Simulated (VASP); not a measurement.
# H6C2O in VASP: a series of runs, part 2 of 2

VASP 6.6.1.

## 3. Single point, PBE+D3(BJ)

The input, INCAR:

```
PREC = Accurate
ENCUT = 520
EDIFF = 1E-6
ISMEAR = -1
SIGMA = 0.02
LREAL = Auto
LASPH = True
NELM = 80
ALGO = Normal
ISIF = 2
LWAVE = False
LCHARG = True
GGA = PE
IVDW = 12
LELF = True
LVHAR = True
NBANDS = 64
```

The input, KPOINTS:

```
regular mesh
0
Gamma
  1 1 1
```

The input, POSCAR:

```
H6C2O
1.0
    7.2936330000      0.0000000000      0.0000000000
    0.0000000000      7.2936330000      0.0000000000
    0.0000000000      0.0000000000      7.2936330000
C O H
8 4 24
Direct
    0.4006645248      0.0079110095      0.2109374025
    0.3929591741      0.1978986330      0.1444273382
    0.4978040436      0.6983351095      0.6496762313
    0.3834851575      0.5266922534      0.6396949230
    0.9766326329      0.0443263323      0.4638429161
    0.8340836453      0.1963493365      0.5119533708
    0.8742145375      0.9336499382      0.9995841579
    0.8946844460      0.7359021218      1.0568121538
    0.2200275226      0.2724293915      0.2046716636
    0.4458409136      0.3881193364      0.5175472909
    0.6769603022      0.1014994859      0.5718686421
    0.7315558652      0.6288361369      1.0555096479
    0.2046990848      0.3998830213      0.1686676585
    0.5156415191      0.2838777328      0.1948960141
    0.3987450424      0.1987075577     -0.0049906542
    0.5276657051     -0.0639187631      0.1630188961
    0.3817576234      0.0000137106      0.3588609408
    0.2803404010     -0.0626025466      0.1510632630
    0.3399403288      0.3425179194      0.4405212053
    0.3896960541      0.4526002337      0.7798719788
    0.2403191935      0.5599267196      0.6123285885
    0.4465264430      0.8030428731      0.7396451124
    0.6355954570      0.6679798668      0.6951953848
    0.5115009214      0.7635015362      0.5180134509
    0.5706209786      0.1891101458      0.5713750610
    0.9149761168      0.2753497468      0.6239140357
    0.8109675932      0.2866335611      0.3980320918
    1.1011247755      0.0963168835      0.3956738706
    1.0029569626     -0.0284357603      0.5901722777
    0.9192538204     -0.0482475606      0.3595190490
    0.7692325622      0.5009026366      1.0798870741
    1.0001051602      0.6729705210      0.9643068139
    0.9641971292      0.7173654062      1.1896129131
    1.0096065980      0.9929619437      0.9847767224
    0.7792687129      0.9376808512      0.8794656929
    0.8009314425      1.0079476168      1.1111060839
```

Potentials or basis: VASP PAW PBE potentials, release 64 (C, O, H).

Command:

```sh
$ cat potpaw_PBE.64/C/POTCAR potpaw_PBE.64/O/POTCAR potpaw_PBE.64/H/POTCAR > POTCAR
$ mpirun -np 1 vasp_gam > vasp.out
```

OUTCAR:

```text
PREC = Accurate
   ENCUT = 520
   EDIFF = 1E-6
   ISMEAR = -1
   LREAL = Auto
   LASPH = True
   NELM = 80
   ISIF = 2
   GGA = PE
   IVDW = 12
 IVDW          = 12

 ion  position               nearest neighbor table
   1  0.401  0.008  0.211-  17 1.09  18 1.11  16 1.12   2 1.47
   2  0.393  0.198  0.144-  15 1.09  14 1.15   9 1.44   1 1.47
   3  0.498  0.698  0.650-  22 1.07  24 1.08  23 1.08   4 1.51
   4  0.383  0.527  0.640-  21 1.09  20 1.16  10 1.42   3 1.51
   5  0.977  0.044  0.464-  29 1.08  30 1.10  28 1.10   6 1.56
   6  0.834  0.196  0.512-  27 1.07  26 1.16  11 1.41   5 1.56
   7  0.874  0.934  1.000-  34 1.08  36 1.11  35 1.12   8 1.51
   8  0.895  0.736  0.057-  33 1.10  32 1.12  12 1.42   7 1.51
   9  0.220  0.272  0.205-  13 0.97   2 1.44
  10  0.446  0.388  0.518-  19 1.01   4 1.42
  11  0.677  0.101  0.572-  25 1.00   6 1.41
  12  0.732  0.629  0.056-  31 0.99   8 1.42
  13  0.205  0.400  0.169-   9 0.97
  14  0.516  0.284  0.195-   2 1.15
  15  0.399  0.199  0.995-   2 1.09
  16  0.528  0.936  0.163-   1 1.12
  17  0.382  0.000  0.359-   1 1.09
[... 17 lines left out ...]
  35  0.779  0.938  0.879-   7 1.12
  36  0.801  0.008  0.111-   7 1.11

  LATTYP: Found a simple cubic cell.
 ALAT       =     7.2936330000

  Lattice vectors:

 A1 = (   7.2936330000,   0.0000000000,   0.0000000000)
 A2 = (   0.0000000000,   7.2936330000,   0.0000000000)
 A3 = (   0.0000000000,   0.0000000000,   7.2936330000)

Analysis of symmetry for initial positions (statically):
=====================================================================
 Subroutine PRICEL returns:
 Original cell was already a primitive cell.

 Routine SETGRP: Setting up the symmetry group for a
 simple cubic supercell.

 Subroutine GETGRP returns: Found  1 space group operations
 (whereof  1 operations were pure point group operations)
 out of a pool of 48 trial point group operations.

The static configuration has the point symmetry C_1 .

Analysis of symmetry for dynamics (positions and initial velocities):
=====================================================================
 Subroutine PRICEL returns:
 Original cell was already a primitive cell.

 Routine SETGRP: Setting up the symmetry group for a
 simple cubic supercell.

 Subroutine GETGRP returns: Found  1 space group operations
 (whereof  1 operations were pure point group operations)
 out of a pool of 48 trial point group operations.

The dynamic configuration has the point symmetry C_1 .

 Subroutine INISYM returns: Found  1 space group operations
 (whereof  1 operations are pure point group operations),
 and found     1 'primitive' translations

----------------------------------------------------------------------------------------

                                     Primitive cell

  volume of cell :     388.0000

  direct lattice vectors                    reciprocal lattice vectors
     7.293633000  0.000000000  0.000000000     0.137105884  0.000000000  0.000000000
     0.000000000  7.293633000  0.000000000     0.000000000  0.137105884  0.000000000
     0.000000000  0.000000000  7.293633000     0.000000000  0.000000000  0.137105884

  length of vectors
     7.293633000  7.293633000  7.293633000     0.137105884  0.137105884  0.137105884

[... 100 lines left out ...]

 Found      1 irreducible k-points:

 Following reciprocal coordinates:
            Coordinates               Weight
  0.000000  0.000000  0.000000      1.000000
   k-points           NKPTS =      1   k-points in BZ     NKDIM =      1   number of bands    NBANDS=     64
   number of dos      NEDOS =    301   number of ions     NIONS =     36
   total plane-waves  NPLWV = 157464
   dimension x,y,z NGX =    54 NGY =   54 NGZ =   54
   dimension x,y,z NGXF=   108 NGYF=  108 NGZF=  108
   ions per type =               8   4  24
   NGX,Y,Z   is equivalent  to a cutoff of  12.31, 12.31, 12.31 a.u.
   NGXF,Y,Z  is equivalent  to a cutoff of  24.62, 24.62, 24.62 a.u.
 SYSTEM =  unknown system
   PREC   = accura    normal or accurate (medium, high low for compatibility)
   ISTART =      0    job   : 0-new  1-cont  2-samecut
   ICHARG =      2    charge: 1-file 2-atom 10-const
   ISPIN  =      1    spin polarized calculation?
   LNONCOLLINEAR =      F non collinear calculations
   LSORBIT =      F    spin-orbit coupling
   LASPH  =      T    aspherical Exc in radial PAW
   ENCUT  =  520.0 eV  38.22 Ry    6.18 a.u.  13.56 13.56 13.56*2*pi/ulx,y,z
   NELM   =     80;   NELMIN=  2; NELMDL= -5     # of ELM steps
   EDIFF  = 0.1E-05   stopping-criterion for ELM
   LREAL  =      T    real-space projection
   EDIFFG = 0.1E-04   stopping-criterion for IOM
   NSW    =      0    number of steps for IOM
   IBRION =     -1    ionic relax: 0-MD 1-quasi-New 2-CG
   NFREE  =      0    steps in history (QN), initial steepest desc. (CG)
   ISIF   =      2    stress and relaxation
   ISYM   =      2    0-nonsym 1-usesym 2-fastsym
   POTIM  = 0.5000    time-step for ionic-motion
   TEBEG  =    0.0;   TEEND  =   0.0 temperature during run
   PSTRESS=    0.0 pullay stress
   NELECT =      80.0000    total number of electrons
   NUPDOWN=      -1.0000    fix difference up-down
   EMIN   =  10.00;   EMAX   =-10.00  energy-range for DOS
   EFERMI =   0.00;   METHOD = LEGACY
   ISMEAR =    -1;   SIGMA  =   0.02  broadening in eV -4-tet -1-fermi 0-gaus
   EFERMI_NEDOS =   21; number of points for ismear=-14 and -15
   IALGO  =     38    algorithm
   IMIX   =      4    mixing-type and parameters
     AMIX     =   0.40;   BMIX     =  1.00
     AMIX_MAG =   1.60;   BMIX_MAG =  1.00
  volume/ion in A,a.u.               =      10.78        72.73
  Fermi-wavevector in a.u.,A,eV,Ry     =   0.967151  1.827650 12.726630  0.935381
  Thomas-Fermi vector in A             =   2.097013
   LORBIT       =      0    0 simple, 1 ext, 2 COOP (PROOUT), +10 PAW based schemes
   GGA     = PE    functional components
   LHFCALC =     F    Hartree Fock is set to
   AEXX    =    0.0000 exact exchange contribution
   IVDW    =    12    specifies the selected vdW correction
   LEPSILON=     F    determine dielectric tensor
   LRPA    =     F    only Hartree local field effects (RPA)
 non-spin polarized calculation
  energy-cutoff  :      520.00
  volume of cell :      388.00
 maximum number of plane-waves:      5198
 NGX is ok and might be reduce to    54
   NGX = 27   NGY = 27   NGZ = 27

 number of electron      79.9999975 magnetization

 Free energy of the ion-electron system (eV)
  ---------------------------------------------------
  ext. energy  EPLUGINS =         0.00000000
  ---------------------------------------------------
  free energy    TOTEN  =      -186.99068563 eV

  energy without entropy =     -186.99068563  energy(sigma->0) =     -186.99068563

 E-fermi :  -2.0853     XC(G=0):  -6.4640

 val. band max:       -2.6190475071   @ k =   0.0000   0.0000   0.0000
 cond. band min:       1.5721515913   @ k =   0.0000   0.0000   0.0000
 fundamental gap:      4.1911990984
 Fermi energy:        -2.0853097525

 k-point     1 :       0.0000    0.0000    0.0000
  band No.  band energies     occupation
      1     -23.0843      2.00000
      2     -22.5183      2.00000
      3     -22.4654      2.00000
      4     -21.7162      2.00000
      5     -15.9615      2.00000
      6     -15.5281      2.00000
[... 44 lines left out ...]
     51       5.3679      0.00000
     52       5.5371      0.00000
 [bands above 52 left out]

------------------------ aborting loop because EDIFF is reached ----------------------------------------

 Edisp (eV)   -1.32143

 E8    (eV) :    -0.2902

  FORCE on cell =-STRESS in cart. coord.  units (eV):
  Direction    XX          YY          ZZ          XY          YZ          ZX
  --------------------------------------------------------------------------------------
  -------------------------------------------------------------------------------------
  Total      -2.12411    -0.31180     2.51262    -0.62039    -1.51686    -2.25022
  in kB      -8.77114    -1.28754    10.37542    -2.56179    -6.26361    -9.29187
  external pressure =        0.11 kB  Pullay stress =        0.00 kB

 VOLUME and BASIS-vectors are now :
 -----------------------------------------------------------------------------
  energy-cutoff  :      520.00
  volume of cell :      388.00
      direct lattice vectors                 reciprocal lattice vectors
     7.293633000  0.000000000  0.000000000     0.137105884  0.000000000  0.000000000
     0.000000000  7.293633000  0.000000000     0.000000000  0.137105884  0.000000000
     0.000000000  0.000000000  7.293633000     0.000000000  0.000000000  0.137105884

 POSITION                                       TOTAL-FORCE (eV/Angst)
 -----------------------------------------------------------------------------------
      2.92230      0.05770      1.53850        -0.088844     -1.454271     -0.379984
      2.86610      1.44340      1.05340         1.272743      1.563220     -0.169964
      3.63080      5.09340      4.73850         0.517972     -0.555679     -0.724382
      2.79700      3.84150      4.66570        -0.282488     -0.861557      2.497374
      7.12320      0.32330      3.38310        -0.617946      0.588441     -0.910433
      6.08350      1.43210      3.73400         2.529210     -1.133535      1.180380
[... 28 lines left out ...]
      5.68370      6.83910      6.41450         0.872579      0.302397      0.084543
      5.84170      0.05797      0.81037         0.315349      0.010121     -0.374753
 -----------------------------------------------------------------------------------
    total drift:                                0.029169     -0.024276     -0.017965

  FREE ENERGIE OF THE ION-ELECTRON SYSTEM (eV)
  ---------------------------------------------------
  free  energy   TOTEN  =      -188.3121195126 eV

  energy  without entropy=     -188.3121195126  energy(sigma->0) =     -188.31211951
```

It took 35 s on 1 thread of Intel Xeon 6975P-C (Granite Rapids), shared host; peak memory 0.34 GiB.

What came out:

```
Free energy                : -188.3121 eV
Pressure                   : 0.0 GPa
Largest force              : 3.012 eV/Å
Band gap on the k mesh     : 4.19 eV
Dispersion energy per atom : -0.037 eV
```

Forces on the atoms (eV/Å):
```
C   -0.089 -1.454 -0.380
C    1.273  1.563 -0.170
C    0.518 -0.556 -0.724
C   -0.282 -0.862  2.497
C   -0.618  0.588 -0.910
C    2.529 -1.134  1.180
C   -2.018 -0.455  0.747
C    1.909 -1.034 -0.281
O    0.009  0.458  0.360
O   -0.708 -0.446 -1.586
O   -0.907  0.652  0.292
O   -0.290 -0.490 -0.012
H    0.247  0.033 -0.262
H   -1.108 -0.574 -0.273
H    0.020  0.146 -0.449
H   -0.667  0.312  0.482
H    0.383 -0.093  0.241
H    0.256 -0.199  0.060
H    0.900  0.533  0.592
H   -0.358  0.972 -0.810
H   -0.389  0.043 -0.107
H   -0.580  0.244  0.674
H    0.516 -0.184  0.224
H    0.017  0.215 -0.754
H    0.749 -0.156  0.022
H   -1.269 -0.162 -0.621
H   -0.357  0.591 -0.677
H   -0.283  0.125  0.691
H    0.351 -0.412  0.254
H   -0.184 -0.150  0.374
H   -0.361  0.782 -0.113
H   -0.379  0.001 -0.271
H   -0.160  0.488  0.445
H    0.143  0.298 -0.447
H    0.873  0.302  0.085
H    0.315  0.010 -0.375
```

Caveat: the k points lie up to 0.86 Å⁻¹ apart.
